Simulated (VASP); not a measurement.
# CO (P4/nmm) in VASP: single point with PBE

Aim: the single point of CO with PBE.

Program: VASP 6.6.1. These are calculated values, not measurements. Logs are shortened: lines on timing, memory, paths and dates and some standing lists are left out, and cuts for length are marked.

**1. The cell of the first run**

It takes space group P4/nmm (No. 129, tetragonal). The conventional cell has a = 3.212 Å, b = 3.212 Å, c = 4.059 Å, α = 90.00°, β = 90.00°, γ = 90.00°. Within 2.5 Å of C (site symmetry 4mm) lie 4 O at 1.87 Å. O (site symmetry -4m2) has 4 C at 1.87 Å and 4 O at 2.27 Å within 2.5 Å.

**2. Single point, PBE (Pb replaced by C, lengths x 0.802, strained)**

Contents of INCAR:

```
SYSTEM = CO
  PREC = Accurate
  ENCUT = 520
  EDIFF = 1E-6
  ISMEAR = 0
  SIGMA = 0.1
  LREAL = .False.
  LASPH = .True.
  NELM = 80
  ALGO = Normal
  ISIF = 2
  LWAVE = .False.
  LCHARG = .True.
  GGA = PE
  LELF = .True.
  LVHAR = .True.
  NBANDS = 18
```

Contents of KPOINTS:

```
regular mesh
0
Gamma
  14 14 10
  0 0 0
```

Contents of POSCAR:

```
CO
1.0
    3.2123875381      0.0000000000      0.0000000000
    0.0000000000      3.2123875381      0.0000000000
    0.0000000000      0.0000000000      4.0591309925
C O
2 2
Direct
    0.0000000000      0.5000000000      0.2351000000
    0.5000000000      0.0000000000      0.7649000000
    0.0000000000      0.0000000000      0.0000000000
    0.5000000000      0.5000000000      0.0000000000
```

Potentials or basis: VASP PAW PBE potentials, release 64 (C, O).

Started as:

```
> cat potpaw_PBE.64/C/POTCAR potpaw_PBE.64/O/POTCAR > POTCAR
> mpirun -np 1 vasp_std > vasp.out
```

OUTCAR:

```text
SYSTEM = CO
   PREC = Accurate
   ENCUT = 520
   EDIFF = 1E-6
   ISMEAR = 0
   LREAL = .False.
   LASPH = .True.
   NELM = 80
   ISIF = 2
   GGA = PE

 ion  position               nearest neighbor table
   1  0.000  0.500  0.235-   3 1.87   4 1.87   3 1.87   4 1.87
   2  0.500  0.000  0.765-   3 1.87   4 1.87   4 1.87   3 1.87
   3  0.000  0.000  0.000-   1 1.87   2 1.87   1 1.87   2 1.87
   4  0.500  0.500  0.000-   1 1.87   2 1.87   2 1.87   1 1.87

  LATTYP: Found a simple tetragonal cell.
 ALAT       =     3.2123875381
 C/A-ratio  =     1.2635869565

  Lattice vectors:

 A1 = (   3.2123875381,   0.0000000000,   0.0000000000)
 A2 = (   0.0000000000,   3.2123875381,   0.0000000000)
 A3 = (   0.0000000000,   0.0000000000,   4.0591309925)

Analysis of symmetry for initial positions (statically):
=====================================================================
 Subroutine PRICEL returns:
 Original cell was already a primitive cell.

 Routine SETGRP: Setting up the symmetry group for a
 simple tetragonal supercell.

 Subroutine GETGRP returns: Found 16 space group operations
 (whereof  8 operations were pure point group operations)
 out of a pool of 16 trial point group operations.

The static configuration has the point symmetry D_2d.
 The point group associated with its full space group is D_4h.

Analysis of symmetry for dynamics (positions and initial velocities):
=====================================================================
 Subroutine PRICEL returns:
 Original cell was already a primitive cell.

 Routine SETGRP: Setting up the symmetry group for a
 simple tetragonal supercell.

 Subroutine GETGRP returns: Found 16 space group operations
 (whereof  8 operations were pure point group operations)
 out of a pool of 16 trial point group operations.

The dynamic configuration has the point symmetry D_2d.
 The point group associated with its full space group is D_4h.

 Subroutine INISYM returns: Found 16 space group operations
 (whereof  8 operations are pure point group operations),
 and found     1 'primitive' translations

----------------------------------------------------------------------------------------

                                     Primitive cell

  volume of cell :      41.8879

  direct lattice vectors                    reciprocal lattice vectors
     3.212387538  0.000000000  0.000000000     0.311294944  0.000000000  0.000000000
     0.000000000  3.212387538  0.000000000     0.000000000  0.311294944  0.000000000
     0.000000000  0.000000000  4.059130993     0.000000000  0.000000000  0.246358150

  length of vectors
     3.212387538  3.212387538  4.059130993     0.311294944  0.311294944  0.246358150

  position of ions in fractional coordinates (direct lattice)
     0.000000000  0.500000000  0.235100000
     0.500000000  0.000000000  0.764900000
     0.000000000  0.000000000  0.000000000
     0.500000000  0.500000000  0.000000000

  ion indices of the primitive-cell ions
   primitive index   ion index
                 1           1
                 2           2
                 3           3
                 4           4

----------------------------------------------------------------------------------------

 KPOINTS: regular mesh

Automatic generation of k-mesh.
 Grid dimensions read from file:
 generate k-points for:   14   14   10

 Generating k-lattice:

  Cartesian coordinates                     Fractional coordinates (reciprocal lattice)
     0.022235353  0.000000000  0.000000000     0.071428571  0.000000000  0.000000000
     0.000000000  0.022235353  0.000000000     0.000000000  0.071428571  0.000000000
     0.000000000  0.000000000  0.024635815     0.000000000  0.000000000  0.100000000

  Length of vectors
     0.022235353  0.022235353  0.024635815

  Shift w.r.t. Gamma in fractional coordinates (k-lattice)
     0.000000000  0.000000000  0.000000000

 Subroutine IBZKPT returns following result:
 ===========================================

 Found    216 irreducible k-points:

 Following reciprocal coordinates:
            Coordinates               Weight
  0.000000  0.000000  0.000000      1.000000
  0.071429  0.000000  0.000000      4.000000
  0.142857  0.000000  0.000000      4.000000
  0.214286  0.000000  0.000000      4.000000
  0.285714  0.000000  0.000000      4.000000
  0.357143  0.000000  0.000000      4.000000
[... 16 lines left out ...]
  0.285714  0.214286  0.000000      8.000000
  0.357143  0.214286  0.000000      8.000000
 [... further k-points ...]
   k-points           NKPTS =    216   k-points in BZ     NKDIM =    216   number of bands    NBANDS=     18
   number of dos      NEDOS =    301   number of ions     NIONS =      4
   total plane-waves  NPLWV =  17280
   dimension x,y,z NGX =    24 NGY =   24 NGZ =   30
   dimension x,y,z NGXF=    48 NGYF=   48 NGZF=   60
   ions per type =               2   2
   NGX,Y,Z   is equivalent  to a cutoff of  12.42, 12.42, 12.29 a.u.
   NGXF,Y,Z  is equivalent  to a cutoff of  24.84, 24.84, 24.57 a.u.
 SYSTEM =  CO
   PREC   = accura    normal or accurate (medium, high low for compatibility)
   ISTART =      0    job   : 0-new  1-cont  2-samecut
   ICHARG =      2    charge: 1-file 2-atom 10-const
   ISPIN  =      1    spin polarized calculation?
   LNONCOLLINEAR =      F non collinear calculations
   LSORBIT =      F    spin-orbit coupling
   LASPH  =      T    aspherical Exc in radial PAW
   ENCUT  =  520.0 eV  38.22 Ry    6.18 a.u.   5.97  5.97  7.55*2*pi/ulx,y,z
   NELM   =     80;   NELMIN=  2; NELMDL= -5     # of ELM steps
   EDIFF  = 0.1E-05   stopping-criterion for ELM
   LREAL  =      F    real-space projection
   EDIFFG = 0.1E-04   stopping-criterion for IOM
   NSW    =      0    number of steps for IOM
   IBRION =     -1    ionic relax: 0-MD 1-quasi-New 2-CG
   NFREE  =      0    steps in history (QN), initial steepest desc. (CG)
   ISIF   =      2    stress and relaxation
   ISYM   =      2    0-nonsym 1-usesym 2-fastsym
   POTIM  = 0.5000    time-step for ionic-motion
   TEBEG  =    0.0;   TEEND  =   0.0 temperature during run
   PSTRESS=    0.0 pullay stress
   NELECT =      20.0000    total number of electrons
   NUPDOWN=      -1.0000    fix difference up-down
   EMIN   =  10.00;   EMAX   =-10.00  energy-range for DOS
   EFERMI =   0.00;   METHOD = LEGACY
   ISMEAR =     0;   SIGMA  =   0.10  broadening in eV -4-tet -1-fermi 0-gaus
   EFERMI_NEDOS =   21; number of points for ismear=-14 and -15
   IALGO  =     38    algorithm
   IMIX   =      4    mixing-type and parameters
     AMIX     =   0.40;   BMIX     =  1.00
     AMIX_MAG =   1.60;   BMIX_MAG =  1.00
  volume/ion in A,a.u.               =      10.47        70.67
  Fermi-wavevector in a.u.,A,eV,Ry     =   1.279544  2.417987 22.275901  1.637233
  Thomas-Fermi vector in A             =   2.412023
   LORBIT       =      0    0 simple, 1 ext, 2 COOP (PROOUT), +10 PAW based schemes
   GGA     = PE    functional components
   LHFCALC =     F    Hartree Fock is set to
   AEXX    =    0.0000 exact exchange contribution
   IVDW    =     0    specifies the selected vdW correction
   LEPSILON=     F    determine dielectric tensor
   LRPA    =     F    only Hartree local field effects (RPA)
 non-spin polarized calculation
 Gauss-broadening in eV      SIGMA  =   0.10
  energy-cutoff  :      520.00
  volume of cell :       41.89
 maximum number of plane-waves:      1160
 NGX is ok and might be reduce to    24
   NGX = 11   NGY = 11   NGZ = 15

 number of electron      19.9999989 magnetization

 Free energy of the ion-electron system (eV)
  ---------------------------------------------------
  ext. energy  EPLUGINS =         0.00000000
  ---------------------------------------------------
  free energy    TOTEN  =       -20.06304366 eV

  energy without entropy =      -20.06026524  energy(sigma->0) =      -20.06165445

 E-fermi :   1.8530     XC(G=0): -10.1162

 val. band max:        1.8425818433   @ k =   0.0714   0.0000   0.5000
 cond. band min:       1.8584515530   @ k =   0.0714   0.0000   0.3000
 fundamental gap:      0.0158697097
 Fermi energy:         1.8530456417

 k-point     1 :       0.0000    0.0000    0.0000
  band No.  band energies     occupation
      1     -19.3846      2.00000
      2     -14.6524      2.00000
      3      -7.8932      2.00000
      4      -5.1044      2.00000
      5      -5.1044      2.00000
      6      -4.1908      2.00000
[... 10 lines left out ...]
     17      14.6060      0.00000
     18      15.2840      0.00000

 k-point     2 :       0.0714    0.0000    0.0000
  band No.  band energies     occupation
      1     -19.3380      2.00000
      2     -14.7237      2.00000
      3      -7.9262      2.00000
      4      -5.0580      2.00000
      5      -5.0131      2.00000
      6      -4.2375      2.00000
[... 10 lines left out ...]
     17      14.6624      0.00000
     18      15.2144      0.00000

 k-point     3 :       0.1429    0.0000    0.0000
  band No.  band energies     occupation
      1     -19.1992      2.00000
      2     -14.9344      2.00000
      3      -7.9859      2.00000
      4      -4.9200      2.00000
      5      -4.7680      2.00000
      6      -4.4028      2.00000
[... 10 lines left out ...]
     17      14.8052      0.00000
     18      15.0078      0.00000

 k-point     4 :       0.2143    0.0000    0.0000
  band No.  band energies     occupation
      1     -18.9706      2.00000
      2     -15.2728      2.00000
      3      -7.9966      2.00000
      4      -4.7312      2.00000
      5      -4.6933      2.00000
      6      -4.4213      2.00000
[... 375 lines left out ...]
      4      -5.7376      2.00000
      5      -4.8076      2.00000
      6      -2.8586      2.00000
[... 10 lines left out ...]
     17      14.2533      0.00000
     18      15.2013      0.00000

 k-point    23 :       0.2857    0.2143    0.0000
  band No.  band energies     occupation
      1     -18.2916      2.00000
      2     -15.8681      2.00000
      3      -8.6837      2.00000
      4      -6.3696      2.00000
      5      -4.5841      2.00000
      6      -2.2246      2.00000
[... 10 lines left out ...]
     17      14.0550      0.00000
     18      15.2058      0.00000

 k-point    24 :       0.3571    0.2143    0.0000
  band No.  band energies     occupation
      1     -17.9346      2.00000
      2     -16.2249      2.00000
      3      -8.6545      2.00000
      4      -7.0112      2.00000
      5      -4.2697      2.00000
      6      -2.5987      2.00000
[... 10 lines left out ...]
     17      13.9990      0.00000
     18      15.0564      0.00000

 [... further k-points ...]

------------------------ aborting loop because EDIFF is reached ----------------------------------------

  FORCE on cell =-STRESS in cart. coord.  units (eV):
  Direction    XX          YY          ZZ          XY          YZ          ZX
  --------------------------------------------------------------------------------------
  -------------------------------------------------------------------------------------
  Total       -3.2159692     -3.2159692     -4.8136749      0.0000000     -0.0000000      0.0000000
  in kB     -123.0080510   -123.0080510   -184.1189158      0.0000000     -0.0000000      0.0000000
  external PRESSURE =    -143.3783393 kB  Pullay stress =       0.0000000 kB

 VOLUME and BASIS-vectors are now :
 -----------------------------------------------------------------------------
  energy-cutoff  :      520.00
  volume of cell :       41.89
      direct lattice vectors                 reciprocal lattice vectors
     3.212387538  0.000000000  0.000000000     0.311294944  0.000000000  0.000000000
     0.000000000  3.212387538  0.000000000     0.000000000  0.311294944  0.000000000
     0.000000000  0.000000000  4.059130993     0.000000000  0.000000000  0.246358150

 POSITION                                       TOTAL-FORCE (eV/Angst)
 -----------------------------------------------------------------------------------
      0.00000      1.60619      0.95430         0.000000      0.000000     -2.564063
      1.60619      0.00000      3.10483        -0.000000      0.000000      2.564063
      0.00000      0.00000      0.00000        -0.000000      0.000000      0.000000
      1.60619      1.60619      0.00000        -0.000000     -0.000000      0.000000
 -----------------------------------------------------------------------------------
    total drift:                                0.000000     -0.000000     -0.000000

  FREE ENERGIE OF THE ION-ELECTRON SYSTEM (eV)
  ---------------------------------------------------
  free  energy   TOTEN  =       -20.0630436559 eV

  energy  without entropy=      -20.0602652364  energy(sigma->0) =      -20.06165445
```

Run time: 34 s. Hardware: 1 thread of Intel Xeon 6975P-C (Granite Rapids), shared host; peak memory 0.24 GiB.

Results:

| Item | Value |
| --- | --- |
| Free energy | -20.0630 eV |
| Pressure | -14.3 GPa |
| Largest force | 2.564 eV/Å |
| Band gap on the k mesh | zero (band 10 reaches 1.80 eV, above the bottom of band 11 at 1.66 eV) |

Forces in eV/Å, atoms in the order of the input:
```
C    0.000  0.000 -2.564
C    0.000  0.000  2.564
O    0.000  0.000  0.000
O    0.000  0.000  0.000
```

Levels at points of the mesh, in eV from the Fermi level:
| k point | band 6 | band 7 | band 8 | band 9 | band 10 | band 11 | band 12 | band 13 | band 14 | band 15 |
| --- | --- | --- | --- | --- | --- | --- | --- | --- | --- | --- |
| (0.00, 0.00, 0.00) | -6.04 | -2.22 | -2.22 | -2.07 | -0.35 | 1.27 | 1.75 | 3.71 | 3.71 | 5.01 |
| (0.50, 0.00, 0.00) | -4.90 | -4.41 | -4.41 | -1.88 | -1.88 | 3.29 | 3.29 | 4.52 | 4.52 | 5.20 |
| (0.50, 0.50, 0.00) | -4.97 | -2.34 | -2.34 | -0.16 | -0.16 | 1.71 | 1.71 | 4.39 | 4.39 | 5.68 |
| (0.00, 0.00, 0.50) | -4.20 | -2.31 | -2.31 | -2.19 | -0.84 | -0.10 | 2.73 | 2.94 | 2.94 | 5.75 |
| (0.50, 0.00, 0.50) | -4.86 | -4.84 | -4.84 | -1.03 | -1.03 | 4.06 | 4.06 | 4.19 | 4.19 | 4.29 |
| (0.50, 0.50, 0.50) | -5.45 | -2.99 | -2.99 | -0.16 | -0.16 | 3.29 | 3.29 | 4.78 | 4.78 | 5.23 |

Caveat: the cell differs from its parent crystal (Pb replaced by C, lengths x 0.802, strained); forces of over 1 eV/Å act on the atoms, so gaps and moduli don't describe the material at rest.
